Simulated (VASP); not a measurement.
Here is a VASP 6.6.1 calculation.

INCAR

```
PREC = Accurate ; ENCUT = 520
EDIFF = 1E-6 ; ISMEAR = 0
SIGMA = 0.05 ; LREAL = False
LASPH = True ; NELM = 120
ALGO = Normal ; ISIF = 2
LWAVE = False ; LCHARG = True
LDIPOL = True ; IDIPOL = 3
DIPOL = 0.5 0.5 0.408 ; GGA = PE
IVDW = 12 ; LELF = True
LVHAR = True ; LVACPOTAV = True
NBANDS = 50 ; GGA_COMPAT = False
NELMDL = -8
```

KPOINTS

```
Automatic mesh
0
Gamma
  7 7 1
```

File POSCAR:

```
SnO
1.0
    3.8201708766      0.0000000000      0.0000000000
    0.0000000000      3.8201708766      0.0000000000
    0.0000000000      0.0000000000     22.2260720666
Sn O
4 4
Direct
    0.5000000000      0.0000000000      0.2024649244
    0.0000000000      0.5000000000      0.3087831270
    0.0000000000      0.7500000000      0.5067488308
   -0.5000000000      1.2500000000      0.6130670334
    0.0000000000      0.0000000000      0.2556240257
    0.5000000000      0.5000000000      0.2556240257
   -0.5000000000      0.7500000000      0.5599079321
    0.0000000000      1.2500000000      0.5599079321
```

Potentials or basis: VASP PAW PBE potentials, release 64 (Sn_d, O).

The run is started by

```sh
$ cat potpaw_PBE.64/Sn_d/POTCAR potpaw_PBE.64/O/POTCAR > POTCAR
$ mpirun -np 1 vasp_std > vasp.out
```

**Question.** What does it give for the dispersion energy per atom?

**Answer.** -0.153 eV.

**Question.** Predict the band gap on the k mesh.

**Answer.** 2.57 eV (least direct gap 2.60 eV).

**Question.** Estimate the largest force.

**Answer.** 0.114 eV/Å.

Forces in eV/Å, atoms in the order of the input:
```
Sn   0.000 -0.003 -0.085
Sn   0.000 -0.017  0.112
Sn   0.000  0.017 -0.112
Sn   0.000  0.003  0.085
O    0.000 -0.016  0.003
O    0.000  0.006  0.003
O    0.000 -0.006 -0.003
O    0.000  0.016 -0.003
```

Caveat: the cell differs from its parent crystal (layers slid over each other); spin-orbit coupling is left out, which moves the levels of the heavy elements.
